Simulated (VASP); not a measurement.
# ZnBi3 (P1) in VASP: single point with PBEsol

Aim: the single point of ZnBi3 with PBEsol.

Program: VASP 6.6.1. These are calculated values, not measurements. Logs are shortened: lines on timing, memory, paths and dates and some standing lists are left out, and cuts for length are marked.

## Step 1: The cell of the first run

The typed cell holds 4 atoms: a = 4.873 Å, b = 4.873 Å, c = 4.873 Å, α = 90.00°, β = 90.00°, γ = 90.00°.

## Step 2: Single point, PBEsol (one atom moved)

The input, INCAR:

```
SYSTEM = ZnBi3
PREC = Accurate
ENCUT = 520
EDIFF = 1E-7
ISMEAR = 0
SIGMA = 0.1
LREAL = .FALSE.
LASPH = .TRUE.
NELM = 100
ALGO = Normal
ISIF = 2
LWAVE = .FALSE.
LCHARG = .FALSE.
GGA = PS
NBANDS = 36
```

The input, KPOINTS:

```
regular mesh
0
G
  8 8 8
  0 0 0
```

The input, POSCAR:

```
ZnBi3
1.0
    4.8731640000      0.0000000000      0.0000000000
    0.0000000000      4.8731640000      0.0000000000
    0.0000000000      0.0000000000      4.8731640000
Zn Bi
1 3
Direct
    0.0000000000      0.0000000000      0.0000000000
    0.0000000000      0.5000000000      0.5000000000
    0.5000000000      0.0000000000      0.5000000000
    0.4990150137      0.5134758444     -0.0441499609
```

Potentials or basis: VASP PAW PBE potentials, release 64 (Zn, Bi_d).

Started as:

```bash
> cat potpaw_PBE.64/Zn/POTCAR potpaw_PBE.64/Bi_d/POTCAR > POTCAR
> mpirun -np 1 vasp_std > vasp.out
```

OUTCAR:

```text
SYSTEM = ZnBi3
   PREC = Accurate
   ENCUT = 520
   EDIFF = 1E-7
   ISMEAR = 0
   LREAL = .FALSE.
   LASPH = .TRUE.
   NELM = 100
   ISIF = 2
   GGA = PS

 ion  position               nearest neighbor table
   1  0.000  0.000  0.000-   4 3.40   4 3.41   2 3.45   2 3.45   3 3.45   2 3.45   2 3.45   3 3.45
                             3 3.45   3 3.45
   2  0.000  0.500  0.500-   4 3.29   4 3.30   1 3.45   1 3.45   1 3.45   3 3.45   1 3.45   3 3.45
                             3 3.45   3 3.45   4 3.60   4 3.61
   3  0.500  0.000  0.500-   4 3.25   4 3.35   2 3.45   1 3.45   1 3.45   2 3.45   1 3.45   2 3.45
                             1 3.45   2 3.45   4 3.56   4 3.65
   4  0.499  0.513  0.956-   3 3.25   2 3.29   2 3.30   3 3.35   1 3.40   1 3.41   3 3.56   2 3.60
                             2 3.61   3 3.65

  LATTYP: Found a simple cubic cell.
 ALAT       =     4.8731640000

  Lattice vectors:

 A1 = (   4.8731640000,   0.0000000000,   0.0000000000)
 A2 = (   0.0000000000,   4.8731640000,   0.0000000000)
 A3 = (   0.0000000000,   0.0000000000,   4.8731640000)

Analysis of symmetry for initial positions (statically):
=====================================================================
 Subroutine PRICEL returns:
 Original cell was already a primitive cell.

 Routine SETGRP: Setting up the symmetry group for a
 simple cubic supercell.

 Subroutine GETGRP returns: Found  1 space group operations
 (whereof  1 operations were pure point group operations)
 out of a pool of 48 trial point group operations.

The static configuration has the point symmetry C_1 .

Analysis of symmetry for dynamics (positions and initial velocities):
=====================================================================
 Subroutine PRICEL returns:
 Original cell was already a primitive cell.

 Routine SETGRP: Setting up the symmetry group for a
 simple cubic supercell.

 Subroutine GETGRP returns: Found  1 space group operations
 (whereof  1 operations were pure point group operations)
 out of a pool of 48 trial point group operations.

The dynamic configuration has the point symmetry C_1 .

 Subroutine INISYM returns: Found  1 space group operations
 (whereof  1 operations are pure point group operations),
 and found     1 'primitive' translations

----------------------------------------------------------------------------------------

                                     Primitive cell

  volume of cell :     115.7266

  direct lattice vectors                    reciprocal lattice vectors
     4.873164000  0.000000000  0.000000000     0.205205489  0.000000000  0.000000000
     0.000000000  4.873164000  0.000000000     0.000000000  0.205205489  0.000000000
     0.000000000  0.000000000  4.873164000     0.000000000  0.000000000  0.205205489

  length of vectors
     4.873164000  4.873164000  4.873164000     0.205205489  0.205205489  0.205205489

  position of ions in fractional coordinates (direct lattice)
     0.000000000  0.000000000  0.000000000
     0.000000000  0.500000000  0.500000000
     0.500000000  0.000000000  0.500000000
     0.499015014  0.513475844  0.955850039

  ion indices of the primitive-cell ions
   primitive index   ion index
                 1           1
                 2           2
                 3           3
                 4           4

----------------------------------------------------------------------------------------

 KPOINTS: regular mesh

Automatic generation of k-mesh.
 Grid dimensions read from file:
 generate k-points for:    8    8    8

 Generating k-lattice:

  Cartesian coordinates                     Fractional coordinates (reciprocal lattice)
     0.025650686  0.000000000  0.000000000     0.125000000  0.000000000  0.000000000
     0.000000000  0.025650686  0.000000000     0.000000000  0.125000000  0.000000000
     0.000000000  0.000000000  0.025650686     0.000000000  0.000000000  0.125000000

  Length of vectors
     0.025650686  0.025650686  0.025650686

  Shift w.r.t. Gamma in fractional coordinates (k-lattice)
     0.000000000  0.000000000  0.000000000

 Subroutine IBZKPT returns following result:
 ===========================================

 Found    260 irreducible k-points:

 Following reciprocal coordinates:
            Coordinates               Weight
  0.000000  0.000000  0.000000      1.000000
  0.125000  0.000000  0.000000      2.000000
  0.000000  0.125000  0.000000      2.000000
  0.000000  0.000000  0.125000      2.000000
  0.250000  0.000000  0.000000      2.000000
  0.000000  0.250000  0.000000      2.000000
[... 16 lines left out ...]
 -0.125000  0.250000  0.000000      2.000000
 -0.250000  0.000000  0.125000      2.000000
 [... further k-points ...]
   k-points           NKPTS =    260   k-points in BZ     NKDIM =    260   number of bands    NBANDS=     36
   number of dos      NEDOS =    301   number of ions     NIONS =      4
   total plane-waves  NPLWV =  46656
   dimension x,y,z NGX =    36 NGY =   36 NGZ =   36
   dimension x,y,z NGXF=    72 NGYF=   72 NGZF=   72
   ions per type =               1   3
   NGX,Y,Z   is equivalent  to a cutoff of  12.28, 12.28, 12.28 a.u.
   NGXF,Y,Z  is equivalent  to a cutoff of  24.56, 24.56, 24.56 a.u.
 SYSTEM =  ZnBi3
   PREC   = accura    normal or accurate (medium, high low for compatibility)
   ISTART =      0    job   : 0-new  1-cont  2-samecut
   ICHARG =      2    charge: 1-file 2-atom 10-const
   ISPIN  =      1    spin polarized calculation?
   LNONCOLLINEAR =      F non collinear calculations
   LSORBIT =      F    spin-orbit coupling
   LASPH  =      T    aspherical Exc in radial PAW
   ENCUT  =  520.0 eV  38.22 Ry    6.18 a.u.   9.06  9.06  9.06*2*pi/ulx,y,z
   NELM   =    100;   NELMIN=  2; NELMDL= -5     # of ELM steps
   EDIFF  = 0.1E-06   stopping-criterion for ELM
   LREAL  =      F    real-space projection
   EDIFFG = 0.1E-05   stopping-criterion for IOM
   NSW    =      0    number of steps for IOM
   IBRION =     -1    ionic relax: 0-MD 1-quasi-New 2-CG
   NFREE  =      0    steps in history (QN), initial steepest desc. (CG)
   ISIF   =      2    stress and relaxation
   ISYM   =      2    0-nonsym 1-usesym 2-fastsym
   POTIM  = 0.5000    time-step for ionic-motion
   TEBEG  =    0.0;   TEEND  =   0.0 temperature during run
   PSTRESS=    0.0 pullay stress
   NELECT =      57.0000    total number of electrons
   NUPDOWN=      -1.0000    fix difference up-down
   EMIN   =  10.00;   EMAX   =-10.00  energy-range for DOS
   EFERMI =   0.00;   METHOD = LEGACY
   ISMEAR =     0;   SIGMA  =   0.10  broadening in eV -4-tet -1-fermi 0-gaus
   EFERMI_NEDOS =   21; number of points for ismear=-14 and -15
   IALGO  =     38    algorithm
   IMIX   =      4    mixing-type and parameters
     AMIX     =   0.40;   BMIX     =  1.00
     AMIX_MAG =   1.60;   BMIX_MAG =  1.00
  volume/ion in A,a.u.               =      28.93       195.24
  Fermi-wavevector in a.u.,A,eV,Ry     =   1.292872  2.443173 22.742372  1.671517
  Thomas-Fermi vector in A             =   2.424553
   LORBIT       =      0    0 simple, 1 ext, 2 COOP (PROOUT), +10 PAW based schemes
   GGA     = PS    functional components
   LHFCALC =     F    Hartree Fock is set to
   AEXX    =    0.0000 exact exchange contribution
   IVDW    =     0    specifies the selected vdW correction
   LEPSILON=     F    determine dielectric tensor
   LRPA    =     F    only Hartree local field effects (RPA)
 non-spin polarized calculation
 Gauss-broadening in eV      SIGMA  =   0.10
  energy-cutoff  :      520.00
  volume of cell :      115.73
 maximum number of plane-waves:      3136
   NGX = 19   NGY = 19   NGZ = 19

 number of electron      57.0000008 magnetization

 Free energy of the ion-electron system (eV)
  ---------------------------------------------------
  ext. energy  EPLUGINS =         0.00000000
  ---------------------------------------------------
  free energy    TOTEN  =       -13.64927182 eV

  energy without entropy =      -13.63703365  energy(sigma->0) =      -13.64315274

 E-fermi :   6.3484     XC(G=0): -10.3037

 val. band max:        6.3390765727   @ k =  -0.2500   0.2500   0.5000
 cond. band min:       6.3522432671   @ k =   0.2500   0.0000   0.0000
 fundamental gap:      0.0131666945
 Fermi energy:         6.3484249887

 k-point     1 :       0.0000    0.0000    0.0000
  band No.  band energies     occupation
      1     -16.6216      2.00000
      2     -16.6198      2.00000
      3     -16.6067      2.00000
      4     -16.5825      2.00000
      5     -16.5314      2.00000
      6     -16.5120      2.00000
[... 28 lines left out ...]
     35      11.5363      0.00000
     36      11.5485      0.00000

 k-point     2 :       0.1250    0.0000    0.0000
  band No.  band energies     occupation
      1     -16.6210      2.00000
      2     -16.6112      2.00000
      3     -16.5972      2.00000
      4     -16.5765      2.00000
      5     -16.5298      2.00000
      6     -16.5077      2.00000
[... 28 lines left out ...]
     35      12.1027      0.00000
     36      12.2169      0.00000

 k-point     3 :       0.0000    0.1250    0.0000
  band No.  band energies     occupation
      1     -16.6190      2.00000
      2     -16.6132      2.00000
      3     -16.5972      2.00000
      4     -16.5765      2.00000
      5     -16.5296      2.00000
      6     -16.5079      2.00000
[... 28 lines left out ...]
     35      12.0890      0.00000
     36      12.2294      0.00000
[... 742 lines left out ...]
 k-point    23 :      -0.1250    0.2500    0.0000
  band No.  band energies     occupation
      1     -16.6088      2.00000
      2     -16.5882      2.00000
      3     -16.5703      2.00000
      4     -16.5520      2.00000
      5     -16.5235      2.00000
      6     -16.4921      2.00000
[... 28 lines left out ...]
     35      11.8505      0.00000
     36      12.4772      0.00000

 k-point    24 :      -0.2500    0.0000    0.1250
  band No.  band energies     occupation
      1     -16.6112      2.00000
      2     -16.5861      2.00000
      3     -16.5693      2.00000
      4     -16.5544      2.00000
      5     -16.5225      2.00000
      6     -16.4937      2.00000
[... 28 lines left out ...]
     35      11.8631      0.00000
     36      12.3840      0.00000

 [... further k-points ...]
[... 5 lines left out ...]
  --------------------------------------------------------------------------------------
  -------------------------------------------------------------------------------------
  Total       -1.5704167     -1.5503430     -1.5030128      0.0004648     -0.0836091      0.0060199
  in kB      -21.7416451    -21.4637348    -20.8084712      0.0064348     -1.1575270      0.0833422
  external PRESSURE =     -21.3379504 kB  Pullay stress =       0.0000000 kB

 VOLUME and BASIS-vectors are now :
 -----------------------------------------------------------------------------
  energy-cutoff  :      520.00
  volume of cell :      115.73
      direct lattice vectors                 reciprocal lattice vectors
     4.873164000  0.000000000  0.000000000     0.205205489  0.000000000  0.000000000
     0.000000000  4.873164000  0.000000000     0.000000000  0.205205489  0.000000000
     0.000000000  0.000000000  4.873164000     0.000000000  0.000000000  0.205205489

 POSITION                                       TOTAL-FORCE (eV/Angst)
 -----------------------------------------------------------------------------------
      0.00000      0.00000      0.00000        -0.001390      0.019710      0.070734
      0.00000      2.43658      2.43658        -0.005525     -0.072558     -0.206052
      2.43658      0.00000      2.43658         0.005463      0.076742     -0.213718
      2.43178      2.50225      4.65801         0.001452     -0.023894      0.349036
 -----------------------------------------------------------------------------------
    total drift:                               -0.000207     -0.000074     -0.000502

  FREE ENERGIE OF THE ION-ELECTRON SYSTEM (eV)
  ---------------------------------------------------
  free  energy   TOTEN  =       -13.6492718219 eV

  energy  without entropy=      -13.6370336543  energy(sigma->0) =      -13.64315274
```

It took 15 min on 1 thread of AMD EPYC 7R43 (Zen 3), shared host; peak memory 0.83 GiB.

What came out:

- Free energy: -13.6493 eV
- Pressure: -2.1 GPa
- Largest force: 0.350 eV/Å

Forces in eV/Å, atoms in the order of the input:
```
Zn  -0.001  0.020  0.071
Bi  -0.006 -0.073 -0.206
Bi   0.005  0.077 -0.214
Bi   0.001 -0.024  0.349
```

Levels at points of the mesh, in eV from the Fermi level:
```
           k point  band 25  band 26  band 27  band 28  band 29  band 30  band 31  band 32
(0.00, 0.00, 0.00)    -3.89    -3.82    -2.30     0.90     0.94     0.97     2.22     2.31
(0.50, 0.00, 0.00)    -2.60    -2.50    -1.48    -1.35    -0.59    -0.40     2.49     2.50
(0.00, 0.50, 0.00)    -2.60    -2.50    -1.47    -1.36    -0.58    -0.41     2.49     2.56
(0.00, 0.00, 0.50)    -2.69    -2.68    -1.24    -1.22    -0.51    -0.50     2.44     2.61
(0.50, 0.50, 0.00)    -2.76    -1.43    -1.43    -0.81    -0.42    -0.37     0.38     2.28
(0.00, 0.50, 0.50)    -2.74    -1.33    -1.32    -1.27    -0.59    -0.18     0.37     2.29
(0.50, 0.00, 0.50)    -2.74    -1.39    -1.32    -1.22    -0.59    -0.17     0.38     2.28
(0.50, 0.50, 0.50)    -4.39    -4.35    -4.35    -3.00     3.88     3.99     4.28     4.32
```

Caveat: the cell differs from its parent crystal (one atom moved); the PAW data sets were made with another functional, which shifts forces and pressure a little; spin-orbit coupling is left out, which moves the levels of the heavy elements.
